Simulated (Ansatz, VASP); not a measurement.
MgO2: VASP beside Ansatz

```
Mg O
1.0
     1.66895    0.96357    3.49398
    -1.66895    0.96357    3.49398
     0.00000   -1.92714    3.49398
Mg O
1 2
Direct
  0.00000 0.00000 0.00000
  0.42879 0.42879 0.42879
  0.57121 0.57121 0.57121
```

Change from the starting cell: strain +0.040 along x and y, +0.000 along z, atoms carried along.

Alike in both runs: task single point; functional r2SCAN; k mesh 12 × 12 × 12; occupations gaussian, width 0.05 eV; no spin polarisation.

```csv
,VASP,Ansatz
version,VASP 6.6.1,Ansatz 0.2.0
potentials or method,"VASP PAW PBE potentials, release 64 (Mg, O), cutoff 520 eV","scalar-relativistic, plane waves, PAW"
valence electrons in the cell,14,22
```

```tsv
	VASP	Ansatz	Ansatz less VASP
gap on the k mesh at the Fermi level (eV)	2.99	3.02	+0.033
least direct gap on the mesh (eV)	2.99	3.02	+0.033
pressure (GPa)	-12.0	-11.7	+0.31
traceless stress, the component that is largest in VASP (GPa)	5.99	4.60	-1.394
rms of the force components (eV/Å)	0.222	0.097	-0.1252
```

VASP's potentials were made for PBE, not for r2SCAN. Atom by atom the forces differ by 0.125 eV/Å (rms over components). VASP's potentials hold 14 valence electrons a cell and Ansatz's 22, so a difference there can come from the potentials and not from the codes.
